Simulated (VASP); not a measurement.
Set up this calculation in VASP 6.6.1, as the native input.

| Property | Result |
| --- | --- |
| Task | single point |
| Functional | PBEsol |
| Potentials or basis | VASP PAW PBE potentials, release 64 (P) |
| Cutoff | 500 eV |
| k mesh | 21 × 21 × 15 |
| Occupations | fermi-dirac, width 0.1 eV |
| Spin | no spin polarisation |
| Dipole correction | no |
| Further INCAR settings | ALGO = Normal; EDIFF = 1e-06; NBANDS = 12 |

The structure of P lies in POSCAR:

```
P
1.0
   -2.4250856934      2.7700015811      1.2669939697
    2.7700015811     -2.4250856934      1.2669939697
    2.3313228882      2.3313228882     -0.6352798897
P
2
Direct
    0.9752700720      0.0247299280      1.0000000000
    0.7747299280      0.2252700720      0.5000000000
```

The input as run:

INCAR

```
PREC = Accurate
ENCUT = 500
EDIFF = 1E-6
ISMEAR = -1
SIGMA = 0.1
LREAL = F
LASPH = T
NELM = 120
ALGO = Normal
ISIF = 2
LWAVE = F
LCHARG = T
GGA = PS
LELF = T
LVHAR = T
NBANDS = 12
GGA_COMPAT = F
```

KPOINTS

```
regular mesh
0
Gamma
  21 21 15
```

Potentials or basis: VASP PAW PBE potentials, release 64 (P).

The run is started by

```sh
$ cat potpaw_PBE.64/P/POTCAR > POTCAR
$ mpirun -np 1 vasp_std > vasp.out
```

It gave:

| Property | Result |
| --- | --- |
| Pressure | 0.0 GPa |
| Largest force | 0.063 eV/Å |
| Band gap on the k mesh | zero (bands 5 and 6 overlap by 8.77 eV) |

Caveat: the PAW data sets were made with another functional, which shifts forces and pressure a little.

Run time: 4.9 min on 1 thread of Oxide Virtual Turin-like Processor (shared host), peak memory 0.5 GiB.
